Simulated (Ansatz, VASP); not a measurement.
# Two plane-wave programs on Si

File POSCAR:

```
Si
1.0
   -1.6269149300      1.6269149300      1.3203298500
    1.6269149300     -1.6269149300      1.3203298500
    1.6269149300      1.6269149300     -1.3203298500
Si
1
Direct
    0.0000000000      0.0000000000      0.0000000000
```

The input INCAR.step1:

```
SYSTEM = Si
  PREC = Accurate
  ENCUT = 520
  EDIFF = 1E-5
  ISMEAR = -1
  SIGMA = 0.05
  LREAL = .False.
  LASPH = .True.
  NELM = 80
  ALGO = Normal
  ISIF = 2
  LWAVE = .True.
  LCHARG = .False.
  GGA = PE
  NBANDS = 8
```

Contents of INCAR.step2:

```
SYSTEM = Si
  PREC = Accurate
  ENCUT = 520
  EDIFF = 1E-6
  ISMEAR = -1
  SIGMA = 0.05
  LREAL = .False.
  LASPH = .True.
  NELM = 80
  ALGO = Normal
  ISIF = 2
  LWAVE = .False.
  LCHARG = .False.
  GGA = PE
  LHFCALC = .True.
  AEXX = 0.25
  HFSCREEN = 0.6
  PRECFOCK = Normal
  ISTART = 1
  NBANDS = 8
```

File KPOINTS:

```
Automatic mesh
0
Gamma
  7 7 7
  0 0 0
```

Contents of input.yaml:

```yaml
crystal:
  lattice:
    - [-1.62691493, 1.62691493, 1.32032985]
    - [1.62691493, -1.62691493, 1.32032985]
    - [1.62691493, 1.62691493, -1.32032985]
  atoms:
    - { symbol: Si, position: [0.0, 0.0, 0.0] }
hamiltonian:
  xc: { exchange: pbe, correlation: pbe, exx: { coeff: 0.25, omega: 0.6 } }
  pseudopotentials: { kind: paw }
kpoints:
  mp_grid: { grid: [7, 7, 7] }
scf:
  occupations: { method: fermi_dirac, width: 0.05 }
output:
  forces: true
  stress: true
  eigenvalues: true
  write_density: true
  write_potential: true
  elf: true
  volumetric_format: npy
```

Alike in both runs: task single point; functional PBE-based screened hybrid with a share of 0.25 of exact exchange and HFSCREEN = 0.6; k mesh 7 × 7 × 7; occupations fermi-dirac, width 0.05 eV; no spin polarisation.

|  | VASP | Ansatz |
| --- | --- | --- |
| version | VASP 6.6.1 | Ansatz 0.2.0 |
| potentials or method | VASP PAW PBE potentials, release 64 (Si) | Ansatz PAW |
| plane-wave cutoff (eV) | 520 | 420 |
| valence electrons in the cell | 4 | 4 |

```tsv
	VASP	Ansatz	Ansatz less VASP
gap on the k mesh at the Fermi level (eV)	none	none	-
pressure (GPa)	2.5	2.6	+0.05
traceless stress, the component that is largest in VASP (GPa)	-4.65	-4.65	-0.006
```

VASP's potentials were made for PBE, not for PBE-based screened hybrid. A gap of «none» marks a metal or a gap that the smearing closes.

The k mesh is coarse, so the values compare programs but aren't converged.
